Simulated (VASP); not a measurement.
# BN (P6_3/mmc) in VASP: further runs

BN is run at these levels: PBEsol; tasks: single point.

Everything below comes from runs of VASP 6.6.1. Logs are shortened: lines on timing, memory, paths and dates and some standing lists are left out, and cuts for length are marked.

## (1) The cell of the first run

The structure is hexagonal, space group P6_3/mmc (No. 194). Conventional cell: a = 2.643 Å, b = 2.643 Å, c = 5.977 Å, α = 90.00°, β = 90.00°, γ = 120.00°. B (site symmetry -6m2) has 3 N at 1.53 Å within 2.0 Å. Within 2.0 Å of N (site symmetry -6m2) lie 3 B at 1.53 Å.

## (2) Single point, PBEsol

INCAR reads:

```
PREC = Accurate ; ENCUT = 520
EDIFF = 1E-6 ; ISMEAR = 0
SIGMA = 0.05 ; LREAL = F
LASPH = T ; NELM = 100
ALGO = Normal ; ISIF = 2
LWAVE = F ; LCHARG = F
GGA = PS ; NBANDS = 16
```

KPOINTS reads:

```
regular mesh
0
Gamma
  12 12 4
```

POSCAR reads:

```
BN
1.0
    2.6433818912      0.0000000000      0.0000000000
   -1.3216909456      2.2892358697      0.0000000000
    0.0000000000      0.0000000000      5.9772087543
B N
2 2
Direct
    0.3333333333      0.6666666667      0.2500000000
    0.6666666667      0.3333333333      0.7500000000
    0.3333333333      0.6666666667      0.7500000000
    0.6666666667      0.3333333333      0.2500000000
```

Potentials or basis: VASP PAW PBE potentials, release 64 (B, N).

Started as:

```bash
cat potpaw_PBE.64/B/POTCAR potpaw_PBE.64/N/POTCAR > POTCAR
mpirun -np 1 vasp_std > vasp.out
```

OUTCAR:

```text
PREC = Accurate
   ENCUT = 520
   EDIFF = 1E-6
   ISMEAR = 0
   LREAL = F
   LASPH = T
   NELM = 100
   ISIF = 2
   GGA = PS

 ion  position               nearest neighbor table
   1  0.333  0.667  0.250-   4 1.53   4 1.53   4 1.53
   2  0.667  0.333  0.750-   3 1.53   3 1.53   3 1.53
   3  0.333  0.667  0.750-   2 1.53   2 1.53   2 1.53
   4  0.667  0.333  0.250-   1 1.53   1 1.53   1 1.53

  LATTYP: Found a hexagonal cell.
 ALAT       =     2.6433818912
 C/A-ratio  =     2.2611975872

  Lattice vectors:

 A1 = (   2.6433818912,   0.0000000000,   0.0000000000)
 A2 = (  -1.3216909456,   2.2892358697,   0.0000000000)
 A3 = (   0.0000000000,   0.0000000000,   5.9772087543)

Analysis of symmetry for initial positions (statically):
=====================================================================
 Subroutine PRICEL returns:
 Original cell was already a primitive cell.

 Routine SETGRP: Setting up the symmetry group for a
 hexagonal supercell.

 Subroutine GETGRP returns: Found 24 space group operations
 (whereof 12 operations were pure point group operations)
 out of a pool of 24 trial point group operations.

The static configuration has the point symmetry D_3d.
 The point group associated with its full space group is D_6h.

Analysis of symmetry for dynamics (positions and initial velocities):
=====================================================================
 Subroutine PRICEL returns:
 Original cell was already a primitive cell.

 Routine SETGRP: Setting up the symmetry group for a
 hexagonal supercell.

 Subroutine GETGRP returns: Found 24 space group operations
 (whereof 12 operations were pure point group operations)
 out of a pool of 24 trial point group operations.

The dynamic configuration has the point symmetry D_3d.
 The point group associated with its full space group is D_6h.

 Subroutine INISYM returns: Found 24 space group operations
 (whereof 12 operations are pure point group operations),
 and found     1 'primitive' translations

----------------------------------------------------------------------------------------

                                     Primitive cell

  volume of cell :      36.1700

  direct lattice vectors                    reciprocal lattice vectors
     2.643381891  0.000000000  0.000000000     0.378303265  0.218413492  0.000000000
    -1.321690946  2.289235870  0.000000000     0.000000000  0.436826984  0.000000000
[... 92 lines left out ...]
   NSW    =      0    number of steps for IOM
   IBRION =     -1    ionic relax: 0-MD 1-quasi-New 2-CG
   NFREE  =      0    steps in history (QN), initial steepest desc. (CG)
   ISIF   =      2    stress and relaxation
   ISYM   =      2    0-nonsym 1-usesym 2-fastsym
   POTIM  = 0.5000    time-step for ionic-motion
   TEBEG  =    0.0;   TEEND  =   0.0 temperature during run
   PSTRESS=    0.0 pullay stress
   NELECT =      16.0000    total number of electrons
   NUPDOWN=      -1.0000    fix difference up-down
   EMIN   =  10.00;   EMAX   =-10.00  energy-range for DOS
   EFERMI =   0.00;   METHOD = LEGACY
   ISMEAR =     0;   SIGMA  =   0.05  broadening in eV -4-tet -1-fermi 0-gaus
   EFERMI_NEDOS =   21; number of points for ismear=-14 and -15
   IALGO  =     38    algorithm
   IMIX   =      4    mixing-type and parameters
     AMIX     =   0.40;   BMIX     =  1.00
     AMIX_MAG =   1.60;   BMIX_MAG =  1.00
  volume/ion in A,a.u.               =       9.04        61.02
  Fermi-wavevector in a.u.,A,eV,Ry     =   1.247379  2.357205 21.170055  1.555955
  Thomas-Fermi vector in A             =   2.381514
   LORBIT       =      0    0 simple, 1 ext, 2 COOP (PROOUT), +10 PAW based schemes
   GGA     = PS    functional components
   LHFCALC =     F    Hartree Fock is set to
   AEXX    =    0.0000 exact exchange contribution
   IVDW    =     0    specifies the selected vdW correction
   LEPSILON=     F    determine dielectric tensor
   LRPA    =     F    only Hartree local field effects (RPA)
 non-spin polarized calculation
 Gauss-broadening in eV      SIGMA  =   0.05
  energy-cutoff  :      520.00
  volume of cell :       36.17
 maximum number of plane-waves:       999
 NGX is ok and might be reduce to    20
   NGX =  9   NGY =  9   NGZ = 23

 number of electron      16.0000001 magnetization

 Free energy of the ion-electron system (eV)
  ---------------------------------------------------
  ext. energy  EPLUGINS =         0.00000000
  ---------------------------------------------------
  free energy    TOTEN  =       -35.88264252 eV

  energy without entropy =      -35.88264252  energy(sigma->0) =      -35.88264252

 E-fermi :   2.7004     XC(G=0): -10.6285

 val. band max:        2.4645380228   @ k =   0.3333   0.2500   0.0000
 cond. band min:       6.2247784807   @ k =   0.5000   0.0000   0.2500
 fundamental gap:      3.7602404578
 Fermi energy:         2.7004293512

 k-point     1 :       0.0000    0.0000    0.0000
  band No.  band energies     occupation
      1     -14.6337      2.00000
      2     -13.9652      2.00000
      3      -3.7168      2.00000
      4      -0.0967      2.00000
      5       0.8836      2.00000
      6       0.8836      2.00000
[... 433 lines left out ...]
      3      -4.2324      2.00000
      4      -4.0552      2.00000
      5      -1.0551      2.00000
      6      -0.9146      2.00000
[... 8 lines left out ...]
     15      18.1449      0.00000
     16      18.4922      0.00000

 [... further k-points ...]

------------------------ aborting loop because EDIFF is reached ----------------------------------------

  FORCE on cell =-STRESS in cart. coord.  units (eV):
  Direction    XX          YY          ZZ          XY          YZ          ZX
  --------------------------------------------------------------------------------------
  -------------------------------------------------------------------------------------
  Total      -11.2447066    -11.2447066      0.8552814      0.0000000      0.0000000      0.0000000
  in kB     -498.0923069   -498.0923069     37.8853010      0.0000000      0.0000000      0.0000000
  external PRESSURE =    -319.4331043 kB  Pullay stress =       0.0000000 kB

 VOLUME and BASIS-vectors are now :
 -----------------------------------------------------------------------------
  energy-cutoff  :      520.00
  volume of cell :       36.17
      direct lattice vectors                 reciprocal lattice vectors
     2.643381891  0.000000000  0.000000000     0.378303265  0.218413492  0.000000000
    -1.321690946  2.289235870  0.000000000     0.000000000  0.436826984  0.000000000
     0.000000000  0.000000000  5.977208754     0.000000000  0.000000000  0.167302171

 POSITION                                       TOTAL-FORCE (eV/Angst)
 -----------------------------------------------------------------------------------
     -0.00000      1.52616      1.49430        -0.000000      0.000000      0.000000
      1.32169      0.76308      4.48291         0.000000     -0.000000      0.000000
     -0.00000      1.52616      4.48291        -0.000000      0.000000     -0.000000
      1.32169      0.76308      1.49430        -0.000000      0.000000     -0.000000
 -----------------------------------------------------------------------------------
    total drift:                               -0.000000      0.000000      0.000000

  FREE ENERGIE OF THE ION-ELECTRON SYSTEM (eV)
  ---------------------------------------------------
  free  energy   TOTEN  =       -35.8826425217 eV

  energy  without entropy=      -35.8826425217  energy(sigma->0) =      -35.88264252
```

OSZICAR:

```text
N       E                     dE             d eps       ncg     rms          rms(c)
DAV:   1     0.413587973605E+02    0.41359E+02   -0.77981E+03  1832   0.920E+02
DAV:   2    -0.351870734735E+02   -0.76546E+02   -0.68956E+02  2488   0.210E+02
DAV:   3    -0.382966361688E+02   -0.31096E+01   -0.30939E+01  2368   0.413E+01
DAV:   4    -0.383142901390E+02   -0.17654E-01   -0.17651E-01  2272   0.346E+00
DAV:   5    -0.383144200985E+02   -0.12996E-03   -0.12996E-03  2296   0.285E-01    0.965E+00
DAV:   6    -0.360637037983E+02    0.22507E+01   -0.39065E+00  2344   0.155E+01    0.427E+00
DAV:   7    -0.359396650692E+02    0.12404E+00   -0.35620E-01  2392   0.451E+00    0.278E+00
DAV:   8    -0.358875116338E+02    0.52153E-01   -0.14687E-01  2360   0.252E+00    0.478E-01
DAV:   9    -0.358823225816E+02    0.51891E-02   -0.10847E-02  2256   0.878E-01    0.131E-01
DAV:  10    -0.358826069990E+02   -0.28442E-03   -0.95735E-04  2272   0.227E-01    0.247E-02
DAV:  11    -0.358826401498E+02   -0.33151E-04   -0.32756E-05  2288   0.454E-02    0.111E-02
DAV:  12    -0.358826424637E+02   -0.23139E-05   -0.66891E-06  2048   0.179E-02    0.123E-03
DAV:  13    -0.358826425217E+02   -0.58007E-07   -0.87714E-08  1424   0.235E-03
   1 F= -.35882643E+02 E0= -.35882643E+02  d E =-.186311E-12
```

stdout:

```text
POSCAR found type information on POSCAR B N
 POSCAR found :  2 types and       4 ions
 scaLAPACK will be used
 -----------------------------------------------------------------------------
|                                                                             |
|                                                                             |
|     You enforced a specific xc type in the INCAR file but a different       |
|     I HOPE YOU KNOW WHAT YOU ARE DOING!                                     |
|                                                                             |
 -----------------------------------------------------------------------------

 LDA part: xc-table for (Slater+PW92), standard interpolation
 POSCAR, INCAR and KPOINTS ok, starting setup
 FFT: planning ... GRIDC
 FFT: planning ... GRID_SOFT
 FFT: planning ... GRID
 WAVECAR not read
 entering main loop
```

Run time: 22 s. Hardware: 1 thread of Intel Xeon Platinum 8488C (Sapphire Rapids), shared host; peak memory 0.16 GiB.

What came out:

| Item | Value |
| --- | --- |
| Free energy | -35.8826 eV |
| Pressure | -31.9 GPa |
| Band gap on the k mesh | 3.76 eV, indirect (least direct gap 3.93 eV) |

Levels at points of the mesh, in eV from the valence-band top:
| k point | band 6 | band 7 | band 8 | band 9 | band 10 | band 11 |
| --- | --- | --- | --- | --- | --- | --- |
| (0.00, 0.00, 0.00) | -1.58 | -1.45 | -1.45 | 5.49 | 9.65 | 10.02 |
| (0.50, 0.00, 0.00) | -3.83 | -1.89 | -0.14 | 3.79 | 5.75 | 7.97 |
| (0.00, 0.00, 0.50) | -1.52 | -1.52 | -1.52 | 7.94 | 7.94 | 10.18 |
| (0.50, 0.00, 0.50) | -3.93 | -0.88 | -0.88 | 4.22 | 4.22 | 8.21 |

Caveat: the PAW data sets were made with another functional, which shifts forces and pressure a little; this functional lacks dispersion, which binds the layers, so the pressure and a relaxed spacing across them are unreliable. A k mesh can miss the band edges.

[end of part 1 of 2]
